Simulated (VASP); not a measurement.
# P (P6_3/mmc) in VASP: further runs, part 2 of 2

VASP 6.6.1.

## (3) Single point, BLYP (volume scaled by 1.08)

Input file INCAR:

```
SYSTEM = P
AGGAC = 1.0 ; AGGAX = 1.0
ALDAC = 0.0 ; ALDAX = 1.0
ALGO = Normal ; EDIFF = 1E-6
ENCUT = 520 ; GGA = B5
ISIF = 2 ; ISMEAR = -1
LASPH = .TRUE. ; LCHARG = .FALSE.
LREAL = .FALSE. ; LWAVE = .FALSE.
NBANDS = 12 ; NELM = 100
PREC = Accurate ; SIGMA = 0.1
```

Input file KPOINTS:

```
k-points
0
G
  12 12 11
  0 0 0
```

Input file POSCAR:

```
P
1.0
    3.5372057043      0.0000000000      0.0000000000
   -1.7686028521      3.0633099983      0.0000000000
    0.0000000000      0.0000000000      3.4163797623
P
2
Direct
    0.3333333333      0.6666666667      0.2500000000
    0.6666666667      0.3333333333      0.7500000000
```

Potentials or basis: VASP PAW PBE potentials, release 64 (P).

On the command line:

```sh
$ cat potpaw_PBE.64/P/POTCAR > POTCAR
$ mpirun -np 1 vasp_std > vasp.out
```

OUTCAR:

```text
SYSTEM = P
   EDIFF = 1E-6
   ENCUT = 520
   GGA = B5
   ISIF = 2
   ISMEAR = -1
   LASPH = .TRUE.
   LREAL = .FALSE.
   NELM = 100
   PREC = Accurate

 ion  position               nearest neighbor table
   1  0.333  0.667  0.250-   2 2.66   2 2.66   2 2.66   2 2.66   2 2.66   2 2.66
   2  0.667  0.333  0.750-   1 2.66   1 2.66   1 2.66   1 2.66   1 2.66   1 2.66

  LATTYP: Found a hexagonal cell.
 ALAT       =     3.5372057043
 C/A-ratio  =     0.9658414149

  Lattice vectors:
[... 549 lines left out ...]

------------------------ aborting loop because EDIFF is reached ----------------------------------------

  FORCE on cell =-STRESS in cart. coord.  units (eV):
  Direction    XX          YY          ZZ          XY          YZ          ZX
  --------------------------------------------------------------------------------------
  -------------------------------------------------------------------------------------
  Total       -0.8749450     -0.8749450     -1.4768102     -0.0000000     -0.0000000      0.0000000
  in kB      -37.8681380    -37.8681380    -63.9172170     -0.0000000     -0.0000000      0.0000000
  external PRESSURE =     -46.5511643 kB  Pullay stress =       0.0000000 kB

 VOLUME and BASIS-vectors are now :
 -----------------------------------------------------------------------------
  energy-cutoff  :      520.00
  volume of cell :       37.02
      direct lattice vectors                 reciprocal lattice vectors
     3.537205704  0.000000000  0.000000000     0.282709032  0.163222136  0.000000000
    -1.768602852  3.063309998  0.000000000     0.000000000  0.326444271  0.000000000
     0.000000000  0.000000000  3.416379762     0.000000000  0.000000000  0.292707506

 POSITION                                       TOTAL-FORCE (eV/Angst)
 -----------------------------------------------------------------------------------
     -0.00000      2.04221      0.85409        -0.000000      0.000000      0.000000
      1.76860      1.02110      2.56228         0.000000     -0.000000      0.000000
 -----------------------------------------------------------------------------------
    total drift:                               -0.000000      0.000000      0.000000

  FREE ENERGIE OF THE ION-ELECTRON SYSTEM (eV)
  ---------------------------------------------------
  free  energy   TOTEN  =        -8.0775831796 eV

  energy  without entropy=       -8.0461338435  energy(sigma->0) =       -8.06185851
```

stdout:

```text
POSCAR found type information on POSCAR P
 POSCAR found :  1 types and       2 ions
 scaLAPACK will be used
 -----------------------------------------------------------------------------
|                                                                             |
|                                                                             |
|     You enforced a specific xc type in the INCAR file but a different       |
|     I HOPE YOU KNOW WHAT YOU ARE DOING!                                     |
|                                                                             |
 -----------------------------------------------------------------------------

 LDA part: xc-table for (Slater(with rela. corr.)+VWN5), standard interpolation
 POSCAR, INCAR and KPOINTS ok, starting setup
 FFT: planning ... GRIDC
 FFT: planning ... GRID_SOFT
 FFT: planning ... GRID
 WAVECAR not read
 entering main loop
```

Run time: 34 s. Hardware: 1 thread of Intel Xeon 6975P-C, shared host; peak memory 0.17 GiB.

What came out:

```yaml
Free_energy: -8.0776 eV
Pressure: -4.7 GPa
Band_gap_on_the_k_mesh: zero (band 5 reaches 8.01 eV, above the bottom of band 6 at 4.72 eV)
```

Stress tensor (GPa, compression positive):
```
-3.79  0.00  0.00
 0.00 -3.79  0.00
 0.00  0.00 -6.39
```

Levels at points of the mesh, in eV from the Fermi level:
| k point | band 3 | band 4 | band 5 | band 6 | band 7 | band 8 |
| --- | --- | --- | --- | --- | --- | --- |
| (0.00, 0.00, 0.00) | -3.04 | -1.54 | -1.54 | 2.11 | 2.11 | 3.92 |
| (0.50, 0.00, 0.00) | -3.29 | -1.87 | -0.88 | 1.25 | 2.28 | 4.21 |

Caveat: the cell differs from its parent crystal (volume scaled by 1.08); the PAW data sets were made with another functional, which shifts forces and pressure a little.

## (4) Single point, BLYP (volume scaled by 1.12)

Input file INCAR:

```
SYSTEM = P
AGGAC = 1.0 ; AGGAX = 1.0
ALDAC = 0.0 ; ALDAX = 1.0
ALGO = Normal ; EDIFF = 1E-6
ENCUT = 520 ; GGA = B5
ISIF = 2 ; ISMEAR = -1
LASPH = .True. ; LCHARG = .False.
LREAL = .False. ; LWAVE = .False.
NBANDS = 12 ; NELM = 60
PREC = Accurate ; SIGMA = 0.1
```

Input file KPOINTS:

```
k-points
0
Gamma
  12 12 11
  0 0 0
```

Input file POSCAR:

```
P
1.0
    3.5803466109      0.0000000000      0.0000000000
   -1.7901733055      3.1006711194      0.0000000000
    0.0000000000      0.0000000000      3.4580470367
P
2
Direct
    0.3333333333      0.6666666667      0.2500000000
    0.6666666667      0.3333333333      0.7500000000
```

On the command line:

```sh
$ cat potpaw_PBE.64/P/POTCAR > POTCAR
$ mpirun -np 1 vasp_std > vasp.out
```

It took 32 s on 1 thread of Intel Xeon 6975P-C, shared host; peak memory 0.17 GiB.

The run converged. Its results:

* Free energy: -8.0306 eV
* Pressure: -6.3 GPa
* Band gap on the k mesh: zero (band 5 reaches 7.51 eV, above the bottom of band 6 at 4.43 eV)

Stress tensor (GPa, compression positive):
```
-5.25  0.00  0.00
 0.00 -5.25  0.00
 0.00  0.00 -8.54
```

Levels at points of the mesh, in eV from the Fermi level:
```csv
k point,band 3,band 4,band 5,band 6,band 7,band 8
"(0.00, 0.00, 0.00)",-2.91,-1.48,-1.48,2.09,2.09,4.07
"(0.50, 0.00, 0.00)",-3.15,-1.89,-0.84,1.24,2.16,4.32
```

Caveat: the cell differs from its parent crystal (volume scaled by 1.12); the PAW data sets were made with another functional, which shifts forces and pressure a little.

## (5) Relaxation of cell and atoms, BLYP

This run uses another cell than the first one, of 15.22 Å³/atom, 0.854 times its volume.

Input file INCAR:

```
SYSTEM = P
AGGAC = 1.0 ; AGGAX = 1.0
ALDAC = 0.0 ; ALDAX = 1.0
ALGO = Normal ; EDIFF = 1E-7
EDIFFG = -0.01 ; ENCUT = 600
GGA = B5 ; IBRION = 2
ISIF = 3 ; ISMEAR = -1
LASPH = .True. ; LCHARG = .False.
LREAL = .False. ; LWAVE = .False.
NELM = 100 ; NSW = 80
PREC = Accurate ; SIGMA = 0.1
```

Input file KPOINTS:

```
k-points
0
Gamma
  13 13 7
  0 0 0
```

Input file POSCAR:

```
P
1.0
    2.7818573800      0.0000000000      0.0000000000
   -1.3909286900      2.4091591608      0.0000000000
    0.0000000000      0.0000000000      4.5427731016
P
2
Direct
    0.3333333333      0.6666666667      0.2500000000
    0.6666666667      0.3333333333      0.7500000000
```

On the command line:

```sh
$ cat potpaw_PBE.64/P/POTCAR > POTCAR
$ mpirun -np 1 vasp_std > vasp.out
```

Wall time 4.2 min (1 thread of Intel Xeon 6975P-C, shared host); peak memory 0.17 GiB.

Results (log left out):

| Property | Result |
| --- | --- |
| Free energy | -8.1185 eV |
| Relaxed volume | 17.18 Å³/atom |
| Relaxed cell | a = 3.451 Å, b = 3.451 Å, c = 3.332 Å, α = 90.00°, β = 90.00°, γ = 120.00° |
| Space group after relaxing (to 0.05 Å) | P6_3/mmc (No. 194) |
| Energy gained by relaxing | 528.0 meV/atom |
| Ionic steps | 18 |
| Pressure after relaxing | 0.0 GPa |
| Band gap on the k mesh | zero (band 5 reaches 9.18 eV, above the bottom of band 6 at 5.76 eV) |

The path:
```csv
step,energy change (eV),largest force (eV/Å),pressure (GPa),volume (Å³)
1,0.0000,0.0000,7.35,30.45
2,-0.0653,0.0000,-0.55,33.63
3,-0.0655,0.0000,-0.20,33.45
4,-0.0703,0.0000,-0.19,33.44
5,-0.0900,0.0000,-0.13,33.39
6,-0.1442,0.0000,0.49,33.19
7,-0.5397,0.0000,2.19,32.38
8,-0.3995,0.0000,20.29,28.93
9,-0.9495,0.0000,6.86,31.09
10,-0.8803,0.0000,11.80,30.14
11,-0.9650,0.0000,8.52,30.71
12,-0.9587,0.0000,9.08,30.60
13,-0.9905,0.0000,7.20,31.22
14,-1.0460,0.0000,2.31,33.14
15,-1.0530,0.0000,0.25,34.10
16,-1.0531,0.0000,0.11,34.18
17,-1.0547,0.0000,0.08,34.23
18,-1.0560,0.0000,0.02,34.36
```

Final structure:
```cif
data_structure
_symmetry_space_group_name_H-M 'P 1'
_symmetry_Int_Tables_number 1
_cell_length_a 3.4506
_cell_length_b 3.4506
_cell_length_c 3.3319
_cell_angle_alpha 90.000
_cell_angle_beta 90.000
_cell_angle_gamma 120.000
_cell_volume 34.36
loop_
_atom_site_label
_atom_site_type_symbol
_atom_site_fract_x
_atom_site_fract_y
_atom_site_fract_z
_atom_site_occupancy
P1 P 0.33333 0.66667 0.25000 1
P2 P 0.66667 0.33333 0.75000 1
```

Levels at points of the mesh, in eV from the Fermi level:
```tsv
k point	band 3	band 4	band 5	band 6	band 7	band 8
(0.00, 0.00, 0.00)	-3.29	-1.68	-1.68	2.14	2.14	3.62
```

Caveat: the PAW data sets were made with another functional, which shifts forces and pressure a little.

## (6) Single point, BLYP

This run uses another cell than the first one, of 17.14 Å³/atom, 0.962 times its volume.

Input file INCAR:

```
SYSTEM = P
AGGAC    = 1.0          
AGGAX    = 1.0          
ALDAC    = 0.0          
ALDAX    = 1.0          
ALGO     = Normal         ! electronic algorithm
EDIFF    = 1E-6           ! SCF threshold, eV
ENCUT    = 520            ! plane-wave cutoff, eV
GGA      = B5             ! functional
ISIF     = 2              ! what is computed and relaxed
ISMEAR   = -1             ! smearing method
LASPH    = .True.         ! aspherical terms in the spheres
LCHARG   = .False.        ! write CHGCAR
LREAL    = .False.        ! projectors in reciprocal space
LWAVE    = .False.        ! write WAVECAR
NBANDS   = 12             ! bands
NELM     = 60             ! most SCF steps
PREC     = Accurate       ! precision mode
SIGMA    = 0.1            ! smearing width, eV
```

Input file KPOINTS:

```
k-points
0
Gamma
  17 17 16
  0 0 0
```

Input file POSCAR:

```
P
1.0
    3.4476174077      0.0000000000      0.0000000000
   -1.7238087038      2.9857242576      0.0000000000
    0.0000000000      0.0000000000      3.3298516752
P
2
Direct
    0.3333333333      0.6666666667      0.2500000000
    0.6666666667      0.3333333333      0.7500000000
```

Potentials or basis: VASP PAW PBE potentials, release 64 (P).

On the command line:

```sh
$ cat potpaw_PBE.64/P/POTCAR > POTCAR
$ mpirun -np 1 vasp_std > vasp.out
```

Run time: 82 s. Hardware: 1 thread of Intel Xeon 6975P-C, shared host; peak memory 0.22 GiB.

It converged, with:

```
Free energy            : -8.1224 eV
Pressure               : -0.1 GPa
Band gap on the k mesh : zero (band 5 reaches 9.21 eV, above the bottom of band 6 at 4.83 eV)
```

Stress tensor (GPa, compression positive):
```
 0.21  0.00  0.00
 0.00  0.21  0.00
 0.00  0.00 -0.79
```

Levels at points of the mesh, in eV from the Fermi level:
```
           k point  band 1  band 2  band 3  band 4  band 5  band 6  band 7  band 8  band 9  band 10
(0.00, 0.00, 0.00)  -14.97   -4.33   -3.32   -1.71   -1.71    2.13    2.13    3.59    6.76     8.86
(0.00, 0.00, 0.50)  -11.91  -11.91    0.74    0.74    0.74    0.74    2.03    2.03    7.39     7.39
```

Caveat: the PAW data sets were made with another functional, which shifts forces and pressure a little.

## (7) Overview

| task | cell | k mesh | cutoff (eV) | gap on the mesh (eV) | pressure (GPa) |
| --- | --- | --- | --- | --- | --- |
| single point | a = 3.493, b = 3.493, c = 3.374 Å, angles 90.0, 90.0, 120.0°, 2 atoms | 12 × 12 × 11 | 520 | none | -2.6 |
| single point | a = 3.537, b = 3.537, c = 3.416 Å, angles 90.0, 90.0, 120.0°, 2 atoms | 12 × 12 × 11 | 520 | none | -4.7 |
| single point | a = 3.580, b = 3.580, c = 3.458 Å, angles 90.0, 90.0, 120.0°, 2 atoms | 12 × 12 × 11 | 520 | none | -6.3 |
| relaxation of cell and atoms | relaxed from a = 2.782, b = 2.782, c = 4.543 Å, angles 90.0, 90.0, 120.0°, 2 atoms | 13 × 13 × 7 | 600 | none | 0.0 |
| single point | a = 3.448, b = 3.448, c = 3.330 Å, angles 90.0, 90.0, 120.0°, 2 atoms | 17 × 17 × 16 | 520 | none | -0.1 |

Alike in all rows: level BLYP; potentials or basis VASP PAW PBE potentials, release 64 (P); no spin polarisation; smearing fermi-dirac 0.1 eV.

Caveats: the PAW data sets were made with another functional, which shifts forces and pressure a little.

Total energies depend on the potentials used, so only differences within one code and one set of settings carry meaning.
